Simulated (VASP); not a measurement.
# TaO5: relaxation of cell and atoms with PBE

TaO5:

```
Ta O
1.0
     4.01148    0.00000    0.00000
    -2.00574    3.47404    0.00000
     0.00000    0.00000    4.88452
Ta O
1 5
Direct
  0.00000 0.00000 0.00000
  0.00000 0.00000 0.35859
  0.00000 0.00000 0.64141
  0.62156 0.00000 0.50000
  0.00000 0.62156 0.50000
  0.37844 0.37844 0.50000
```

```json
{"Program": "VASP 6.6.1", "Task": "relaxation of cell and atoms", "Functional": "PBE", "Potentials or basis": "VASP PAW PBE potentials, release 64 (Ta_sv_GW, O)", "Cutoff": "600 eV", "k mesh": "6 × 6 × 4", "Occupations": "gaussian, width 0.1 eV", "Spin": "no spin polarisation", "Dipole correction": "no", "Second run": "valence_matched", "Further INCAR settings": "ALGO = Normal; EDIFF = 1e-07; IBRION = 2; EDIFFG = -0.04; NSW = 90; ISIF = 3"}
```

| Property | Result |
| --- | --- |
| Relaxed volume | 12.74 Å³/atom |
| Relaxed cell | a = 3.554 Å, b = 3.554 Å, c = 6.986 Å, α = 90.00°, β = 90.00°, γ = 120.00° |
| Space group after relaxing (to 0.05 Å) | P-62m (No. 189) |
| Energy gained by relaxing | 1922.1 meV/atom |
| Ionic steps | 19 |
| Pressure after relaxing | 0.0 GPa |
| Largest force after relaxing | 0.016 eV/Å |

Forces on the atoms (eV/Å):
```
Ta   0.000  0.000  0.000
O    0.000  0.000  0.003
O    0.000  0.000 -0.003
O   -0.016  0.000  0.000
O    0.008 -0.014  0.000
O    0.008  0.014  0.000
```

Stress tensor (GPa, compression positive):
```
-0.18  0.00  0.00
 0.00 -0.18  0.00
 0.00  0.00  0.44
```

Step by step:
```csv
step,energy change (eV),largest force (eV/Å),pressure (GPa),volume (Å³)
1,0.0000,9.0324,60.93,68.07
2,-7.0314,3.5064,-16.97,119.78
3,-8.1300,2.5786,-6.58,98.34
4,-8.1293,2.5777,-6.05,97.66
5,-8.2359,4.1919,6.93,91.71
6,-8.4175,0.9537,0.35,94.22
7,-8.8656,0.6677,-0.32,91.60
8,-10.3771,0.4594,-0.30,83.00
9,-9.8725,0.5669,29.02,63.57
10,-11.2673,0.3637,4.81,76.38
11,-11.2587,0.5230,14.03,69.65
12,-11.4157,0.4610,9.26,72.57
13,-10.9127,3.7806,-15.49,79.11
14,-11.4870,0.9714,1.74,74.28
15,-11.4873,0.8927,2.16,74.18
16,-11.5318,0.0140,-0.53,76.77
17,-11.5323,0.0720,-0.31,76.53
18,-11.5321,0.1147,0.54,76.27
19,-11.5325,0.0157,0.03,76.43
```

Final structure:
```
Ta O
1.0
     3.55405    0.00000    0.00000
    -1.77703    3.07790    0.00000
     0.00000    0.00000    6.98647
Ta O
1 5
Direct
  0.00000 0.00000 0.00000
  0.00000 0.00000 0.25674
  0.00000 0.00000 0.74326
  0.49191 0.00000 0.50000
  0.00000 0.49191 0.50000
  0.50809 0.50809 0.50000
```

Levels at points of the mesh, in eV from the Fermi level:
```tsv
k point	band 18	band 19	band 20	band 21	band 22	band 23	band 24	band 25
(0.00, 0.00, 0.00)	-0.90	-0.90	-0.20	-0.20	-0.05	0.84	0.84	3.32
(0.50, 0.00, 0.00)	-1.34	-1.25	-1.02	-0.91	-0.59	-0.14	-0.01	3.13
(0.00, 0.00, 0.50)	-1.19	-1.19	-0.78	-0.20	-0.20	0.85	0.85	3.34
(0.50, 0.00, 0.50)	-1.26	-1.25	-1.16	-1.09	-0.92	0.23	0.29	3.13
```

It took 17 min on 1 thread of Intel(R) Xeon(R) 6975P-C (Granite Rapids), with other jobs on the host, peak memory 0.24 GiB.

Caveat: spin-orbit coupling is left out, which moves the levels of the heavy elements; an odd number of electrons without spin polarisation forces a metal; a magnetic or distorted state may lie lower.
